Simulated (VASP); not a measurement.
# Ti (P6_3/mmc) in VASP: a series of runs

Runs on Ti. Level: PBEsol. Tasks: single point, relaxation of volume and atoms at fixed shape.

Program: VASP 6.6.1. These are calculated values, not measurements. Logs are shortened: lines on timing, memory, paths and dates and some standing lists are left out, and cuts for length are marked.

### Step 1. The cell of the first run

The structure is hexagonal, space group P6_3/mmc (No. 194). The conventional cell has a = 2.898 Å, b = 2.898 Å, c = 4.597 Å, α = 90.00°, β = 90.00°, γ = 120.00°. Ti (site symmetry -6m2) has 12 Ti at 2.84 to 2.90 Å within 3.7 Å.

### Step 2. Single point, PBEsol

INCAR

```
SYSTEM = Ti
  ALGO = Normal
  EDIFF = 1E-6
  ENCUT = 520
  GGA = PS
  ISIF = 2
  ISMEAR = 1
  LASPH = .TRUE.
  LCHARG = .FALSE.
  LREAL = .FALSE.
  LWAVE = .FALSE.
  NBANDS = 19
  NELM = 60
  PREC = Accurate
  SIGMA = 0.05
```

KPOINTS

```
k-points
0
G
  10 10 6
  0 0 0
```

POSCAR

```
Ti
1.0
    2.8977443108      0.0000000000      0.0000000000
   -1.4488721554      2.5095201869      0.0000000000
    0.0000000000      0.0000000000      4.5970994491
Ti
2
Direct
    0.3333333333      0.6666666667      0.2500000000
    0.6666666667      0.3333333333      0.7500000000
```

Potentials or basis: VASP PAW PBE potentials, release 64 (Ti_sv).

On the command line:

```
$ cat potpaw_PBE.64/Ti_sv/POTCAR > POTCAR
$ mpirun -np 1 vasp_std > vasp.out
```

OUTCAR:

```text
SYSTEM = Ti
   EDIFF = 1E-6
   ENCUT = 520
   GGA = PS
   ISIF = 2
   ISMEAR = 1
   LASPH = .TRUE.
   LREAL = .FALSE.
   NELM = 60
   PREC = Accurate

 ion  position               nearest neighbor table
   1  0.333  0.667  0.250-   2 2.84   2 2.84   2 2.84   2 2.84   2 2.84   2 2.84
   2  0.667  0.333  0.750-   1 2.84   1 2.84   1 2.84   1 2.84   1 2.84   1 2.84

  LATTYP: Found a hexagonal cell.
 ALAT       =     2.8977443108
 C/A-ratio  =     1.5864406780

  Lattice vectors:

 A1 = (   2.8977443108,   0.0000000000,   0.0000000000)
 A2 = (  -1.4488721554,   2.5095201869,   0.0000000000)
 A3 = (   0.0000000000,   0.0000000000,   4.5970994491)

Analysis of symmetry for initial positions (statically):
=====================================================================
 Subroutine PRICEL returns:
 Original cell was already a primitive cell.

 Routine SETGRP: Setting up the symmetry group for a
 hexagonal supercell.

 Subroutine GETGRP returns: Found 24 space group operations
 (whereof 12 operations were pure point group operations)
 out of a pool of 24 trial point group operations.

The static configuration has the point symmetry D_3d.
 The point group associated with its full space group is D_6h.

Analysis of symmetry for dynamics (positions and initial velocities):
=====================================================================
 Subroutine PRICEL returns:
 Original cell was already a primitive cell.

 Routine SETGRP: Setting up the symmetry group for a
 hexagonal supercell.

 Subroutine GETGRP returns: Found 24 space group operations
 (whereof 12 operations were pure point group operations)
 out of a pool of 24 trial point group operations.

The dynamic configuration has the point symmetry D_3d.
 The point group associated with its full space group is D_6h.

 Subroutine INISYM returns: Found 24 space group operations
 (whereof 12 operations are pure point group operations),
 and found     1 'primitive' translations

----------------------------------------------------------------------------------------

                                     Primitive cell

  volume of cell :      33.4299

  direct lattice vectors                    reciprocal lattice vectors
     2.897744311  0.000000000  0.000000000     0.345096010  0.199241274  0.000000000
    -1.448872155  2.509520187  0.000000000     0.000000000  0.398482549  0.000000000
[... 75 lines left out ...]
 SYSTEM =  Ti
   PREC   = accura    normal or accurate (medium, high low for compatibility)
   ISTART =      0    job   : 0-new  1-cont  2-samecut
   ICHARG =      2    charge: 1-file 2-atom 10-const
   ISPIN  =      1    spin polarized calculation?
   LNONCOLLINEAR =      F non collinear calculations
   LSORBIT =      F    spin-orbit coupling
   LASPH  =      T    aspherical Exc in radial PAW
   ENCUT  =  520.0 eV  38.22 Ry    6.18 a.u.   5.39  5.39  8.55*2*pi/ulx,y,z
   NELM   =     60;   NELMIN=  2; NELMDL= -5     # of ELM steps
   EDIFF  = 0.1E-05   stopping-criterion for ELM
   LREAL  =      F    real-space projection
   EDIFFG = 0.1E-04   stopping-criterion for IOM
   NSW    =      0    number of steps for IOM
   IBRION =     -1    ionic relax: 0-MD 1-quasi-New 2-CG
   NFREE  =      0    steps in history (QN), initial steepest desc. (CG)
   ISIF   =      2    stress and relaxation
   ISYM   =      2    0-nonsym 1-usesym 2-fastsym
   POTIM  = 0.5000    time-step for ionic-motion
   TEBEG  =    0.0;   TEEND  =   0.0 temperature during run
   PSTRESS=    0.0 pullay stress
   NELECT =      24.0000    total number of electrons
   NUPDOWN=      -1.0000    fix difference up-down
   EMIN   =  10.00;   EMAX   =-10.00  energy-range for DOS
   EFERMI =   0.00;   METHOD = LEGACY
   ISMEAR =     1;   SIGMA  =   0.05  broadening in eV -4-tet -1-fermi 0-gaus
   EFERMI_NEDOS =   21; number of points for ismear=-14 and -15
   IALGO  =     38    algorithm
   IMIX   =      4    mixing-type and parameters
     AMIX     =   0.40;   BMIX     =  1.00
     AMIX_MAG =   1.60;   BMIX_MAG =  1.00
  volume/ion in A,a.u.               =      16.71       112.80
  Fermi-wavevector in a.u.,A,eV,Ry     =   1.465887  2.770124 29.236517  2.148823
  Thomas-Fermi vector in A             =   2.581690
   LORBIT       =      0    0 simple, 1 ext, 2 COOP (PROOUT), +10 PAW based schemes
   GGA     = PS    functional components
   LHFCALC =     F    Hartree Fock is set to
   AEXX    =    0.0000 exact exchange contribution
   IVDW    =     0    specifies the selected vdW correction
   LEPSILON=     F    determine dielectric tensor
   LRPA    =     F    only Hartree local field effects (RPA)
 non-spin polarized calculation
 Methfessel and Paxton  Order N= 1 SIGMA  =   0.05
  energy-cutoff  :      520.00
  volume of cell :       33.43
 maximum number of plane-waves:       929
 NGX is ok and might be reduce to    24
   NGX = 11   NGY = 11   NGZ = 17

 number of electron      23.9999999 magnetization

 Free energy of the ion-electron system (eV)
  ---------------------------------------------------
  ext. energy  EPLUGINS =         0.00000000
  ---------------------------------------------------
  free energy    TOTEN  =       -16.67412090 eV

  energy without entropy =      -16.67377640  energy(sigma->0) =      -16.67400606

 E-fermi :   8.6106     XC(G=0): -11.8200

 val. band max:        8.5954644498   @ k =   0.3000   0.2000   0.5000
 cond. band min:       8.6189767705   @ k =   0.1000  -0.0000   0.1667
 fundamental gap:      0.0235123207
 Fermi energy:         8.6106177551

 k-point     1 :       0.0000    0.0000    0.0000
  band No.  band energies     occupation
      1     -47.9476      2.00000
      2     -47.7856      2.00000
      3     -24.6907      2.00000
      4     -23.9488      2.00000
      5     -23.9488      2.00000
      6     -23.8804      2.00000
[... 505 lines left out ...]
      6     -24.1196      2.00000
[... 11 lines left out ...]
     18      12.2278      0.00000
     19      12.9931      0.00000

 [... further k-points ...]
[... 5 lines left out ...]
  --------------------------------------------------------------------------------------
  -------------------------------------------------------------------------------------
  Total        0.0336565      0.0336565     -0.2120747      0.0000000      0.0000000      0.0000000
  in kB        1.6130399      1.6130399    -10.1640018      0.0000000      0.0000000      0.0000000
  external PRESSURE =      -2.3126407 kB  Pullay stress =       0.0000000 kB

 VOLUME and BASIS-vectors are now :
 -----------------------------------------------------------------------------
  energy-cutoff  :      520.00
  volume of cell :       33.43
      direct lattice vectors                 reciprocal lattice vectors
     2.897744311  0.000000000  0.000000000     0.345096010  0.199241274  0.000000000
    -1.448872155  2.509520187  0.000000000     0.000000000  0.398482549  0.000000000
     0.000000000  0.000000000  4.597099449     0.000000000  0.000000000  0.217528468

 POSITION                                       TOTAL-FORCE (eV/Angst)
 -----------------------------------------------------------------------------------
     -0.00000      1.67301      1.14927         0.000000     -0.000000      0.000000
      1.44887      0.83651      3.44782        -0.000000      0.000000      0.000000
 -----------------------------------------------------------------------------------
    total drift:                               -0.000000      0.000000     -0.000000

  FREE ENERGIE OF THE ION-ELECTRON SYSTEM (eV)
  ---------------------------------------------------
  free  energy   TOTEN  =       -16.6741208961 eV

  energy  without entropy=      -16.6737763968  energy(sigma->0) =      -16.67400606
```

Wall time 54 s (1 thread of AMD EPYC 7R13, shared host); peak memory 0.14 GiB.

What came out:

| Item | Value |
| --- | --- |
| Free energy | -16.6741 eV |
| Pressure | -0.2 GPa |
| Band gap on the k mesh | zero (band 12 reaches 9.42 eV, above the bottom of band 13 at 8.42 eV) |

Stress tensor (GPa, compression positive):
```
 0.16  0.00  0.00
 0.00  0.16  0.00
 0.00  0.00 -1.02
```

Caveat: the PAW data sets were made with another functional, which shifts forces and pressure a little.

### Step 3. Relaxation of volume and atoms at fixed shape, PBEsol

This run uses another cell than the first one, of 17.64 Å³/atom, 1.055 times its volume.

INCAR

```
SYSTEM = Ti
  PREC = Accurate
  ENCUT = 600
  EDIFF = 1E-6
  ISMEAR = 1
  SIGMA = 0.05
  LREAL = .False.
  LASPH = .True.
  NELM = 80
  ALGO = Normal
  ISIF = 8
  LWAVE = .False.
  LCHARG = .False.
  GGA = PS
  IBRION = 2
  NSW = 80
  EDIFFG = -0.02
```

KPOINTS

```
regular mesh
0
Gamma
  10 10 6
  0 0 0
```

POSCAR

```
Ti
1.0
    2.9500000000      0.0000000000      0.0000000000
   -1.4750000000      2.5547749412      0.0000000000
    0.0000000000      0.0000000000      4.6800000000
Ti
2
Direct
    0.3333333333      0.6666666667      0.2500000000
    0.6666666667      0.3333333333      0.7500000000
```

Potentials or basis: VASP PAW PBE potentials, release 64 (Ti_sv).

On the command line:

```
$ cat potpaw_PBE.64/Ti_sv/POTCAR > POTCAR
$ mpirun -np 1 vasp_std > vasp.out
```

OUTCAR:

```text
SYSTEM = Ti
   PREC = Accurate
   ENCUT = 600
   EDIFF = 1E-6
   ISMEAR = 1
   LREAL = .False.
   LASPH = .True.
   NELM = 80
   ISIF = 8
   GGA = PS
   IBRION = 2
   NSW = 80
   EDIFFG = -0.02

 ion  position               nearest neighbor table
   1  0.333  0.667  0.250-   2 2.89   2 2.89   2 2.89   2 2.89   2 2.89   2 2.89
   2  0.667  0.333  0.750-   1 2.89   1 2.89   1 2.89   1 2.89   1 2.89   1 2.89

  LATTYP: Found a hexagonal cell.
 ALAT       =     2.9500000000
 C/A-ratio  =     1.5864406780

  Lattice vectors:

 A1 = (   2.9500000000,   0.0000000000,   0.0000000000)
 A2 = (  -1.4750000000,   2.5547749412,   0.0000000000)
 A3 = (   0.0000000000,   0.0000000000,   4.6800000000)

Analysis of symmetry for initial positions (statically):
=====================================================================
 Subroutine PRICEL returns:
 Original cell was already a primitive cell.

 Routine SETGRP: Setting up the symmetry group for a
 hexagonal supercell.

 Subroutine GETGRP returns: Found 24 space group operations
 (whereof 12 operations were pure point group operations)
 out of a pool of 24 trial point group operations.

The static configuration has the point symmetry D_3d.
 The point group associated with its full space group is D_6h.

Analysis of symmetry for dynamics (positions and initial velocities):
=====================================================================
 Subroutine PRICEL returns:
 Original cell was already a primitive cell.

 Routine SETGRP: Setting up the symmetry group for a
 hexagonal supercell.

 Subroutine GETGRP returns: Found 24 space group operations
 (whereof 12 operations were pure point group operations)
 out of a pool of 24 trial point group operations.
[... 122 lines left out ...]
     AMIX_MAG =   1.60;   BMIX_MAG =  1.00
  volume/ion in A,a.u.               =      17.64       119.01
  Fermi-wavevector in a.u.,A,eV,Ry     =   1.439920  2.721055 28.209912  2.073370
  Thomas-Fermi vector in A             =   2.558722
   LORBIT       =      0    0 simple, 1 ext, 2 COOP (PROOUT), +10 PAW based schemes
   GGA     = PS    functional components
   LHFCALC =     F    Hartree Fock is set to
   AEXX    =    0.0000 exact exchange contribution
   IVDW    =     0    specifies the selected vdW correction
   LEPSILON=     F    determine dielectric tensor
   LRPA    =     F    only Hartree local field effects (RPA)
 conjugate gradient relaxation of ions
 non-spin polarized calculation
 Methfessel and Paxton  Order N= 1 SIGMA  =   0.05
  energy-cutoff  :      600.00
  volume of cell :       35.27
 maximum number of plane-waves:      1194
 NGX is ok and might be reduce to    24
   NGX = 11   NGY = 11   NGZ = 19

--------------------------------------- Ionic step        1  -------------------------------------------

 number of electron      23.9999997 magnetization

 Free energy of the ion-electron system (eV)
  ---------------------------------------------------
  ext. energy  EPLUGINS =         0.00000000
  ---------------------------------------------------
  free energy    TOTEN  =       -16.63800020 eV

  energy without entropy =      -16.63771137  energy(sigma->0) =      -16.63790392

------------------------ aborting loop because EDIFF is reached ----------------------------------------

  FORCE on cell =-STRESS in cart. coord.  units (eV):
  Direction    XX          YY          ZZ          XY          YZ          ZX
  --------------------------------------------------------------------------------------
  -------------------------------------------------------------------------------------
  Total       -1.2597646     -1.2597646     -1.3506787     -0.0000000     -0.0000000      0.0000000
  in kB      -57.2241645    -57.2241645    -61.3538912     -0.0000000     -0.0000000      0.0000000
  external PRESSURE =     -58.6007401 kB  Pullay stress =       0.0000000 kB
[... 59 lines left out ...]
--------------------------------------- Ionic step        3  -------------------------------------------

 number of electron      23.9999997 magnetization

 Free energy of the ion-electron system (eV)
  ---------------------------------------------------
  ext. energy  EPLUGINS =         0.00000000
  ---------------------------------------------------
  free energy    TOTEN  =       -16.67459460 eV

  energy without entropy =      -16.67424150  energy(sigma->0) =      -16.67447690

 E-fermi :   8.6332     XC(G=0): -11.8295

 val. band max:        8.6180246386   @ k =   0.3000   0.2000   0.5000
 cond. band min:       8.6430637033   @ k =   0.1000   0.0000   0.1667
 fundamental gap:      0.0250390647
 Fermi energy:         8.6331889982

 k-point     1 :       0.0000    0.0000    0.0000
  band No.  band energies     occupation
      1     -47.9220      2.00000
      2     -47.7586      2.00000
      3     -24.6682      2.00000
      4     -23.9217      2.00000
      5     -23.9217      2.00000
      6     -23.8526      2.00000
[... 433 lines left out ...]
      3     -24.4945      2.00000
      4     -24.3636      2.00000
      5     -24.2399      2.00000
      6     -24.0937      2.00000
[... 8 lines left out ...]
     15       9.8554      0.00000
     16      11.8555      0.00000

 [... further k-points ...]
[... 5 lines left out ...]
  --------------------------------------------------------------------------------------
  -------------------------------------------------------------------------------------
  Total        0.0814644      0.0814644     -0.1680757      0.0000000     -0.0000000      0.0000000
  in kB        3.9121354      3.9121354     -8.0714404      0.0000000     -0.0000000      0.0000000
  external PRESSURE =      -0.0823898 kB  Pullay stress =       0.0000000 kB
[... 17 lines left out ...]
  FREE ENERGIE OF THE ION-ELECTRON SYSTEM (eV)
  ---------------------------------------------------
  free  energy   TOTEN  =       -16.6745946012 eV

  energy  without entropy=      -16.6742414997  energy(sigma->0) =      -16.67447690

 reached required accuracy - stopping structural energy minimisation
```

CONTCAR:

```text
Ti
   1.00000000000000
     2.8958092865052989    0.0000000000000000    0.0000000000000000
    -1.4479046432526494    2.5078444066637244    0.0000000000000000
     0.0000000000000000    0.0000000000000000    4.5940296477439988
  Ti
     2
Direct
     0.3333333332999970    0.6666666667000030    0.2500000000000000
     0.6666666667000030    0.3333333332999970    0.7500000000000000

  0.00000000E+00  0.00000000E+00  0.00000000E+00
  0.00000000E+00  0.00000000E+00  0.00000000E+00
```

It took 2.4 min on 1 thread of AMD EPYC 7R13, shared host; peak memory 0.16 GiB.

What came out:

| Property | Result |
| --- | --- |
| Free energy | -16.6746 eV |
| Relaxed volume | 16.68 Å³/atom |
| Relaxed cell | a = 2.896 Å, b = 2.896 Å, c = 4.594 Å, α = 90.00°, β = 90.00°, γ = 120.00° |
| Space group after relaxing (to 0.05 Å) | P6_3/mmc (No. 194) |
| Energy gained by relaxing | 18.3 meV/atom |
| Ionic steps | 3 |
| Pressure after relaxing | 0.0 GPa |
| Band gap on the k mesh | zero (band 12 reaches 9.44 eV, above the bottom of band 13 at 8.44 eV) |

Step by step:
```tsv
step	energy change (eV)	largest force (eV/Å)	pressure (GPa)	volume (Å³)
1	0.0000	0.0000	-5.86	35.27
2	-0.0178	0.0000	4.86	32.08
3	-0.0366	0.0000	-0.01	33.36
```

Final structure:
```cif
data_structure
_symmetry_space_group_name_H-M 'P 1'
_symmetry_Int_Tables_number 1
_cell_length_a 2.8958
_cell_length_b 2.8958
_cell_length_c 4.5940
_cell_angle_alpha 90.000
_cell_angle_beta 90.000
_cell_angle_gamma 120.000
_cell_volume 33.36
loop_
_atom_site_label
_atom_site_type_symbol
_atom_site_fract_x
_atom_site_fract_y
_atom_site_fract_z
_atom_site_occupancy
Ti1 Ti 0.33333 0.66667 0.25000 1
Ti2 Ti 0.66667 0.33333 0.75000 1
```

Caveat: the PAW data sets were made with another functional, which shifts forces and pressure a little.
